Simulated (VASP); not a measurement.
# Si2W (I4/mmm) in VASP: a series of runs

Runs on Si2W. Level: PBE. Tasks: single point.

All numbers are computed with VASP 6.6.1; they aren't measurements. Logs are shortened: lines on timing, memory, paths and dates and some standing lists are left out, and cuts for length are marked.

**1. The cell of the first run**

The structure is tetragonal, space group I4/mmm (No. 139). The conventional cell has a = 3.229 Å, b = 3.229 Å, c = 7.867 Å, α = 90.00°, β = 90.00°, γ = 90.00°. Within 3.4 Å of Si (site symmetry 4mm) lie 9 Si at 2.60 to 3.23 Å and 5 W at 2.63 Å. Within 3.5 Å of W (site symmetry 4/mmm) lie 10 Si at 2.63 Å and 4 W at 3.23 Å.

**2. Single point, PBE**

INCAR reads:

```
PREC = Accurate
ENCUT = 520
EDIFF = 1E-6
ISMEAR = 0
SIGMA = 0.05
LREAL = F
LASPH = T
NELM = 80
ALGO = Normal
ISIF = 2
LWAVE = F
LCHARG = F
GGA = PE
NBANDS = 18
```

KPOINTS reads:

```
Automatic mesh
0
Gamma
  18 18 18
```

POSCAR reads:

```
Si2W
1.0
   -1.6145181012      1.6145181012      3.9335261857
    1.6145181012     -1.6145181012      3.9335261857
    1.6145181012      1.6145181012     -3.9335261857
Si W
2 1
Direct
    0.3345558511      0.3345558511      0.0000000000
    0.6654441489      0.6654441489      0.0000000000
    0.0000000000      0.0000000000      0.0000000000
```

Potentials or basis: VASP PAW PBE potentials, release 64 (Si, W_sv).

Started as:

```
cat potpaw_PBE.64/Si/POTCAR potpaw_PBE.64/W_sv/POTCAR > POTCAR
mpirun -np 1 vasp_std > vasp.out
```

OUTCAR:

```text
PREC = Accurate
   ENCUT = 520
   EDIFF = 1E-6
   ISMEAR = 0
   LREAL = F
   LASPH = T
   NELM = 80
   ISIF = 2
   GGA = PE

 ion  position               nearest neighbor table
   1  0.335  0.335  0.000-   2 2.60   3 2.63   3 2.63   3 2.63   3 2.63   3 2.63   2 2.64   2 2.64
                             2 2.64   2 2.64
   2  0.665  0.665  0.000-   1 2.60   3 2.63   3 2.63   3 2.63   3 2.63   3 2.63   1 2.64   1 2.64
                             1 2.64   1 2.64
   3  0.000  0.000  0.000-   2 2.63   2 2.63   1 2.63   1 2.63   2 2.63   2 2.63   1 2.63   1 2.63
                             1 2.63   2 2.63

  LATTYP: Found a body centered tetragonal cell.
 ALAT       =     3.2290362024
 C/A-ratio  =     2.4363469092

  Lattice vectors:

 A1 = (  -1.6145181012,   1.6145181012,   3.9335261857)
 A2 = (   1.6145181012,  -1.6145181012,   3.9335261857)
 A3 = (   1.6145181012,   1.6145181012,  -3.9335261857)

Analysis of symmetry for initial positions (statically):
=====================================================================
 Subroutine PRICEL returns:
 Original cell was already a primitive cell.

 Routine SETGRP: Setting up the symmetry group for a
 body centered tetragonal supercell.

 Subroutine GETGRP returns: Found 16 space group operations
 (whereof 16 operations were pure point group operations)
 out of a pool of 16 trial point group operations.

The static configuration has the point symmetry D_4h.

Analysis of symmetry for dynamics (positions and initial velocities):
=====================================================================
 Subroutine PRICEL returns:
 Original cell was already a primitive cell.

 Routine SETGRP: Setting up the symmetry group for a
 body centered tetragonal supercell.

 Subroutine GETGRP returns: Found 16 space group operations
 (whereof 16 operations were pure point group operations)
 out of a pool of 16 trial point group operations.

The dynamic configuration has the point symmetry D_4h.

 Subroutine INISYM returns: Found 16 space group operations
 (whereof 16 operations are pure point group operations),
 and found     1 'primitive' translations

----------------------------------------------------------------------------------------

                                     Primitive cell

  volume of cell :      41.0136

  direct lattice vectors                    reciprocal lattice vectors
    -1.614518101  1.614518101  3.933526186     0.000000000  0.309689931  0.127112412
     1.614518101 -1.614518101  3.933526186     0.309689931  0.000000000  0.127112412
     1.614518101  1.614518101 -3.933526186     0.309689931  0.309689931  0.000000000

  length of vectors
     4.548182676  4.548182676  4.548182676     0.334761734  0.334761734  0.437967701

  position of ions in fractional coordinates (direct lattice)
     0.334555851  0.334555851  0.000000000
     0.665444149  0.665444149  0.000000000
     0.000000000  0.000000000  0.000000000

  ion indices of the primitive-cell ions
   primitive index   ion index
                 1           1
                 2           2
                 3           3

----------------------------------------------------------------------------------------

 KPOINTS: Automatic mesh

Automatic generation of k-mesh.
 Grid dimensions read from file:
 generate k-points for:   18   18   18

 Generating k-lattice:

  Cartesian coordinates                     Fractional coordinates (reciprocal lattice)
     0.000000000  0.017204996  0.007061801     0.055555556  0.000000000 -0.000000000
     0.017204996  0.000000000  0.007061801     0.000000000  0.055555556 -0.000000000
     0.017204996  0.017204996  0.000000000     0.000000000  0.000000000  0.055555556

  Length of vectors
     0.018597874  0.018597874  0.024331539

  Shift w.r.t. Gamma in fractional coordinates (k-lattice)
     0.000000000  0.000000000  0.000000000

 Subroutine IBZKPT returns following result:
 ===========================================

 Found    480 irreducible k-points:

 Following reciprocal coordinates:
            Coordinates               Weight
  0.000000  0.000000  0.000000      1.000000
  0.055556  0.000000  0.000000      8.000000
  0.111111  0.000000  0.000000      8.000000
  0.166667  0.000000  0.000000      8.000000
  0.222222  0.000000 -0.000000      8.000000
  0.277778  0.000000 -0.000000      8.000000
[... 16 lines left out ...]
 -0.277778  0.055556  0.000000     16.000000
 -0.222222  0.055556 -0.000000     16.000000
 [... further k-points ...]
   k-points           NKPTS =    480   k-points in BZ     NKDIM =    480   number of bands    NBANDS=     18
   number of dos      NEDOS =    301   number of ions     NIONS =      3
   total plane-waves  NPLWV =  46656
   dimension x,y,z NGX =    36 NGY =   36 NGZ =   36
   dimension x,y,z NGXF=    72 NGYF=   72 NGZF=   72
   ions per type =               2   1
   NGX,Y,Z   is equivalent  to a cutoff of  13.16, 13.16, 13.16 a.u.
   NGXF,Y,Z  is equivalent  to a cutoff of  26.32, 26.32, 26.32 a.u.
 SYSTEM =  unknown system
   PREC   = accura    normal or accurate (medium, high low for compatibility)
   ISTART =      0    job   : 0-new  1-cont  2-samecut
   ICHARG =      2    charge: 1-file 2-atom 10-const
   ISPIN  =      1    spin polarized calculation?
   LNONCOLLINEAR =      F non collinear calculations
   LSORBIT =      F    spin-orbit coupling
   LASPH  =      T    aspherical Exc in radial PAW
   ENCUT  =  520.0 eV  38.22 Ry    6.18 a.u.   8.46  8.46  8.46*2*pi/ulx,y,z
   NELM   =     80;   NELMIN=  2; NELMDL= -5     # of ELM steps
   EDIFF  = 0.1E-05   stopping-criterion for ELM
   LREAL  =      F    real-space projection
   EDIFFG = 0.1E-04   stopping-criterion for IOM
   NSW    =      0    number of steps for IOM
   IBRION =     -1    ionic relax: 0-MD 1-quasi-New 2-CG
   NFREE  =      0    steps in history (QN), initial steepest desc. (CG)
   ISIF   =      2    stress and relaxation
   ISYM   =      2    0-nonsym 1-usesym 2-fastsym
   POTIM  = 0.5000    time-step for ionic-motion
   TEBEG  =    0.0;   TEEND  =   0.0 temperature during run
   PSTRESS=    0.0 pullay stress
   NELECT =      22.0000    total number of electrons
   NUPDOWN=      -1.0000    fix difference up-down
   EMIN   =  10.00;   EMAX   =-10.00  energy-range for DOS
   EFERMI =   0.00;   METHOD = LEGACY
   ISMEAR =     0;   SIGMA  =   0.05  broadening in eV -4-tet -1-fermi 0-gaus
   EFERMI_NEDOS =   21; number of points for ismear=-14 and -15
   IALGO  =     38    algorithm
   IMIX   =      4    mixing-type and parameters
     AMIX     =   0.40;   BMIX     =  1.00
     AMIX_MAG =   1.60;   BMIX_MAG =  1.00
  volume/ion in A,a.u.               =      13.67        92.26
  Fermi-wavevector in a.u.,A,eV,Ry     =   1.330168  2.513653 24.073419  1.769346
  Thomas-Fermi vector in A             =   2.459275
   LORBIT       =      0    0 simple, 1 ext, 2 COOP (PROOUT), +10 PAW based schemes
   GGA     = PE    functional components
   LHFCALC =     F    Hartree Fock is set to
   AEXX    =    0.0000 exact exchange contribution
   IVDW    =     0    specifies the selected vdW correction
   LEPSILON=     F    determine dielectric tensor
   LRPA    =     F    only Hartree local field effects (RPA)
 non-spin polarized calculation
 Gauss-broadening in eV      SIGMA  =   0.05
  energy-cutoff  :      520.00
  volume of cell :       41.01
 maximum number of plane-waves:      1134
 NGX is ok and might be reduce to    36
   NGX = 17   NGY = 17   NGZ = 17

 number of electron      22.0000000 magnetization

 Free energy of the ion-electron system (eV)
  ---------------------------------------------------
  ext. energy  EPLUGINS =         0.00000000
  ---------------------------------------------------
  free energy    TOTEN  =       -24.81542422 eV

  energy without entropy =      -24.81524412  energy(sigma->0) =      -24.81533417

 E-fermi :  11.7676     XC(G=0): -12.4610

 val. band max:       11.7385726297   @ k =  -0.3889   0.5000   0.3333
 cond. band min:      11.7959187571   @ k =  -0.3889  -0.4444   0.3889
 fundamental gap:      0.0573461274
 Fermi energy:        11.7675591570

 k-point     1 :       0.0000    0.0000    0.0000
  band No.  band energies     occupation
      1     -62.1261      2.00000
      2     -26.3732      2.00000
      3     -26.3597      2.00000
      4     -26.3597      2.00000
      5      -2.2031      2.00000
      6       4.9988      2.00000
[... 10 lines left out ...]
     17      17.3553      0.00000
     18      17.3553      0.00000

 k-point     2 :       0.0556    0.0000    0.0000
  band No.  band energies     occupation
      1     -62.1259      2.00000
      2     -26.3728      2.00000
      3     -26.3660      2.00000
      4     -26.3591      2.00000
      5      -2.1448      2.00000
      6       5.0020      2.00000
[... 10 lines left out ...]
     17      17.3592      0.00000
     18      17.5818      0.00000

 k-point     3 :       0.1111    0.0000    0.0000
  band No.  band energies     occupation
      1     -62.1253      2.00000
      2     -26.3840      2.00000
      3     -26.3714      2.00000
      4     -26.3575      2.00000
      5      -1.9712      2.00000
      6       5.0021      2.00000
[... 10 lines left out ...]
     17      17.4143      0.00000
     18      18.1368      0.00000

 k-point     4 :       0.1667    0.0000    0.0000
  band No.  band energies     occupation
      1     -62.1244      2.00000
      2     -26.4115      2.00000
      3     -26.3693      2.00000
      4     -26.3550      2.00000
      5      -1.6861      2.00000
      6       4.9648      2.00000
[... 375 lines left out ...]
      4     -26.3515      2.00000
      5      -0.2725      2.00000
      6       4.1173      2.00000
[... 10 lines left out ...]
     17      18.9675      0.00000
     18      19.8997      0.00000

 k-point    23 :      -0.2778    0.0556    0.0000
  band No.  band energies     occupation
      1     -62.1218      2.00000
      2     -26.4798      2.00000
      3     -26.3628      2.00000
      4     -26.3546      2.00000
      5      -0.8339      2.00000
      6       4.7018      2.00000
[... 10 lines left out ...]
     17      18.6506      0.00000
     18      19.7637      0.00000

 k-point    24 :      -0.2222    0.0556   -0.0000
  band No.  band energies     occupation
      1     -62.1231      2.00000
      2     -26.4444      2.00000
      3     -26.3656      2.00000
      4     -26.3580      2.00000
      5      -1.3065      2.00000
      6       5.0929      2.00000
[... 10 lines left out ...]
     17      17.9609      0.00000
     18      19.8896      0.00000

 [... further k-points ...]

------------------------ aborting loop because EDIFF is reached ----------------------------------------

  FORCE on cell =-STRESS in cart. coord.  units (eV):
  Direction    XX          YY          ZZ          XY          YZ          ZX
  --------------------------------------------------------------------------------------
  -------------------------------------------------------------------------------------
  Total        0.0229689      0.0229689      0.0040115      0.0000000      0.0000000      0.0000000
  in kB        0.8972681      0.8972681      0.1567083      0.0000000      0.0000000      0.0000000
  external PRESSURE =       0.6504149 kB  Pullay stress =       0.0000000 kB

 VOLUME and BASIS-vectors are now :
 -----------------------------------------------------------------------------
  energy-cutoff  :      520.00
  volume of cell :       41.01
      direct lattice vectors                 reciprocal lattice vectors
    -1.614518101  1.614518101  3.933526186     0.000000000  0.309689931  0.127112412
     1.614518101 -1.614518101  3.933526186     0.309689931  0.000000000  0.127112412
     1.614518101  1.614518101 -3.933526186     0.309689931  0.309689931  0.000000000

 POSITION                                       TOTAL-FORCE (eV/Angst)
 -----------------------------------------------------------------------------------
      0.00000      0.00000      2.63197        -0.000000     -0.000000     -0.001300
      0.00000      0.00000      5.23508         0.000000      0.000000      0.001300
      0.00000      0.00000      0.00000         0.000000      0.000000      0.000000
 -----------------------------------------------------------------------------------
    total drift:                               -0.000000     -0.000000      0.000000

  FREE ENERGIE OF THE ION-ELECTRON SYSTEM (eV)
  ---------------------------------------------------
  free  energy   TOTEN  =       -24.8154242221 eV

  energy  without entropy=      -24.8152441189  energy(sigma->0) =      -24.81533417
```

It took 3 min on 1 thread of Intel Xeon 6975P-C (Granite Rapids), shared host; peak memory 0.46 GiB.

Results:

```
Free energy            : -24.8154 eV
Pressure               : 0.1 GPa
Band gap on the k mesh : zero (bands 11 and 12 overlap by 1.25 eV)
```

Caveat: spin-orbit coupling is left out, which moves the levels of the heavy elements.

**3. Single point, PBE (13.94 Å³/atom)**

This run uses another cell than the first one, of 13.94 Å³/atom.

INCAR reads:

```
PREC     = Accurate       # precision mode
ENCUT    = 520            # plane-wave cutoff, eV
EDIFF    = 1E-6           # SCF threshold, eV
ISMEAR   = 0              # smearing method
SIGMA    = 0.05           # smearing width, eV
LREAL    = F              # projectors in reciprocal space
LASPH    = T              # aspherical terms in the spheres
NELM     = 100            # most SCF steps
ALGO     = Normal         # electronic algorithm
ISIF     = 2              # what is computed and relaxed
LWAVE    = F              # write WAVECAR
LCHARG   = T              # write CHGCAR
GGA      = PE             # functional
LELF     = T              # ELF
LVHAR    = T            
NBANDS   = 18             # bands
```

KPOINTS is that of step 2.

POSCAR reads:

```
Si2W
1.0
   -1.6259467090      1.6259467090      3.9559923190
    1.6259467090     -1.6259467090      3.9559923190
    1.6259467090      1.6259467090     -3.9559923190
Si W
2 1
Direct
    0.3348840309      0.3348840309      0.0000000000
    0.6651159691      0.6651159691      0.0000000000
    0.0000000000      0.0000000000      0.0000000000
```

Potentials or basis: VASP PAW PBE potentials, release 64 (Si, W_sv).

Started as:

```
cat potpaw_PBE.64/Si/POTCAR potpaw_PBE.64/W_sv/POTCAR > POTCAR
mpirun -np 1 vasp_std > vasp.out
```

Run time: 2.9 min. Hardware: 1 thread of Intel Xeon 6975P-C (Granite Rapids), shared host; peak memory 0.46 GiB.

Results (log left out):

| Quantity | Value |
| --- | --- |
| Free energy | -24.8054 eV |
| Pressure | -4.1 GPa |
| Band gap on the k mesh | zero (bands 11 and 12 overlap by 1.20 eV) |

Levels at points of the mesh, in eV from the Fermi level:
```tsv
k point	band 9	band 10	band 11	band 12	band 13	band 14
(0.00, 0.00, 0.00)	-2.76	-2.76	0.56	2.53	2.94	2.94
(0.50, 0.00, 0.00)	-2.72	-2.65	-0.41	2.55	2.72	3.83
(0.50, 0.50, 0.00)	-4.89	-3.12	-1.77	2.67	2.80	2.95
(0.50, 0.50, 0.50)	-0.86	-0.86	-0.49	-0.49	0.73	4.38
```

Caveat: the cell stands under tension; spin-orbit coupling is left out, which moves the levels of the heavy elements.

The gap in the log of VASP goes by the Fermi energy; the results here count the filled bands.